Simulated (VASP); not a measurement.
A run of VASP 6.6.1 is set up as follows.

File INCAR:

```
SYSTEM = Ni
ALGO = Normal ; EDIFF = 1E-7
ENCUT = 520 ; GGA = PS
ISIF = 2 ; ISMEAR = 0
ISPIN = 2 ; LASPH = .True.
LCHARG = .True. ; LELF = .True.
LMAXMIX = 4 ; LORBIT = 11
LREAL = .False. ; LVHAR = .True.
LWAVE = .False. ; MAGMOM = -0.8 -0.8
NBANDS = 21 ; NELM = 150
PREC = Accurate ; SIGMA = 0.15
```

The input KPOINTS:

```
k-points
0
Gamma
  8 8 5
  0 0 0
```

The input POSCAR:

```
Ni
1.0
    2.5146270000      0.0000000000      0.0000000000
   -1.2573090000      2.1777340000      0.0000000000
    0.0000000000      0.0000000000      3.9819780000
Ni
2
Direct
    0.3333300000      0.6666700000      0.2500000000
    0.6666600000      0.3333300000      0.7500000000
```

Potentials or basis: VASP PAW PBE potentials, release 64 (Ni).

Run with:

```console
$ cat potpaw_PBE.64/Ni/POTCAR > POTCAR
$ mpirun -np 1 vasp_std > vasp.out
```

(1) What does it give for the site moments?

(2) What does it give for the net moment?

Results:

(1) Ni -0.67 μB.

(2) -1.32 μB per cell.

Caveat: the k points lie up to 0.36 Å⁻¹ apart.
